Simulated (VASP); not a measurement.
EuS, 2 atoms in the cell. It takes space group Fm-3m (No. 225, cubic). Conventional cell: a = 5.764 Å, b = 5.764 Å, c = 5.764 Å, α = 90.00°, β = 90.00°, γ = 90.00°. Eu (site symmetry m-3m) has 6 S at 2.88 Å within 3.8 Å. S (site symmetry m-3m) has 6 Eu at 2.88 Å within 3.8 Å. 

```yaml
Program: VASP 6.6.1
Task: single point
Functional: PBE
Dispersion: D3(BJ)
Potentials_or_basis: VASP PAW PBE potentials, release 64 (Eu, S)
Cutoff: 600 eV
k_mesh: 8 × 8 × 8
Occupations: fermi-dirac, width 0.05 eV
Spin: collinear spin, ferromagnetic start
Starting_moments: "[7.0, 0.0] μB"
Dipole_correction: no
Further_INCAR_settings: ALGO = Normal; EDIFF = 1e-06; NBANDS = 22
```

Potentials or basis: VASP PAW PBE potentials, release 64 (Eu, S).

The run is started by

```bash
$ cat potpaw_PBE.64/Eu/POTCAR potpaw_PBE.64/S/POTCAR > POTCAR
$ mpirun -np 1 vasp_std > vasp.out
```

Hardware: 1 thread of Intel(R) Xeon(R) 6975P-C (Granite Rapids), with other jobs on the host.

Question: Estimate the wall time of this run.

Answer: It took 58 s on 1 thread of Intel(R) Xeon(R) 6975P-C (Granite Rapids), with other jobs on the host, peak memory 0.28 GiB. Counts: scf iterations 16, k points 29.
